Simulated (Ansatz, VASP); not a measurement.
# Fe in VASP and in Ansatz

```
Fe
1.0
     4.55029    0.00000    0.00000
     0.00000    4.55029    0.00000
     0.00000    0.00000    4.55029
Fe
8
Direct
  0.00000 0.00000 0.00000
  0.50000 0.50000 0.50000
  0.25000 0.00000 0.50000
  0.75000 0.00000 0.50000
  0.50000 0.25000 0.00000
  0.50000 0.75000 0.00000
  0.00000 0.50000 0.25000
  0.00000 0.50000 0.75000
```

Alike in both runs: task relaxation of cell and atoms; functional PBE; k mesh 6 × 6 × 6; occupations fermi-dirac, width 0.1 eV; no spin polarisation.

```csv
,VASP,Ansatz
version,VASP 6.6.1,Ansatz 0.2.0
potentials or method,"VASP PAW PBE potentials, release 64 (Fe), cutoff 600 eV","plane waves (420 eV) with PAW, scalar-relativistic"
valence electrons in the cell,64,128
```

VASP gave:

```
relaxed volume (Å³/atom)                                        : 10.46
relaxed length of the cell vector where the two differ most in proportion (Å) : 4.375
```

Question: Which values does Ansatz return?

Answer: Relaxed volume (Å³/atom): 10.49; relaxed length of the cell vector where the two differ most in proportion (Å): 4.378.

VASP's potentials hold 64 valence electrons a cell and Ansatz's 128, so a difference there can come from the potentials and not from the codes.
